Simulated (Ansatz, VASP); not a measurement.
**PbSe: VASP beside Ansatz**

Contents of INCAR:

```
SYSTEM = PbSe
ALGO     = Normal         ! electronic algorithm
EDIFF    = 1E-6           ! SCF threshold, eV
ENCUT    = 520            ! plane-wave cutoff, eV
GGA      = PS             ! functional
ISIF     = 2              ! what is computed and relaxed
ISMEAR   = -1             ! smearing method
LASPH    = .True.         ! aspherical terms in the spheres
LCHARG   = .False.        ! write CHGCAR
LREAL    = .False.        ! projectors in reciprocal space
LWAVE    = .False.        ! write WAVECAR
NBANDS   = 17             ! bands
NELM     = 80             ! most SCF steps
PREC     = Accurate       ! precision mode
SIGMA    = 0.02           ! smearing width, eV
```

KPOINTS

```
k-points
0
Gamma
  7 7 7
  0 0 0
```

The input POSCAR:

```
PbSe
1.0
   -0.0612430000      3.0315285000      3.0315285000
    3.0315285000     -0.0612430000      3.0315285000
    3.0315285000      3.0315285000     -0.0612430000
Pb Se
1 1
Direct
    0.0000000000      0.0000000000      0.0000000000
    0.5000000000      0.5000000000      0.5000000000
```

Input for Ansatz:

```yaml
crystal:
  lattice:
    - [-0.061243, 3.0315285, 3.0315285]
    - [3.0315285, -0.061243, 3.0315285]
    - [3.0315285, 3.0315285, -0.061243]
  atoms:
    - { symbol: Pb, position: [0.0, 0.0, 0.0] }
    - { symbol: Se, position: [0.5, 0.5, 0.5] }
kpoints:
  mp_grid: { grid: [7, 7, 7] }
  band_path:
    path:
      - [0.0, 0.0, 0.0]
      - [0.5, 0.5, 0.5]
      - [0.2551801333, 0.5, 0.7448198667]
      - [-0.2551801333, 0.2551801333, 0.5]
      - [0.0, 0.0, 0.5]
      - [0.0, 0.0, 0.0]
      - [-0.3775900666, 0.0, 0.3775900666]
      - [0.0, 0.3775900666, 0.6224099334]
      - [0.0, 0.5, 0.5]
    npoints: 5
scf:
  occupations: { method: fermi_dirac, width: 0.02 }
hamiltonian:
  xc: pbesol
  pseudopotentials: { kind: all_electron, lapw: { basis_error: 0.0005 } }
output:
  forces: true
  stress: true
  eigenvalues: true
```

Change from the starting cell: equal xy, yz and zx shear strains of -2 %.

Alike in both runs: task single point; functional PBEsol; k mesh 7 × 7 × 7; occupations fermi-dirac, width 0.02 eV; no spin polarisation.

|  | VASP | Ansatz |
| --- | --- | --- |
| version | VASP 6.6.1 | Ansatz 0.2.0 |
| potentials or method | VASP PAW PBE potentials, release 64 (Pb_d, Se), cutoff 520 eV | all-electron LAPW, scalar-relativistic |

```tsv
	VASP	Ansatz	Ansatz less VASP
pressure (GPa)	-0.6	-0.6	+0.02
traceless stress, the component that is largest in VASP (GPa)	0.34	0.34	-0.001
```

VASP's potentials were made for PBE, not for PBEsol. Ansatz ran all-electron here, and VASP with PAW potentials.

Spin-orbit coupling is off throughout.
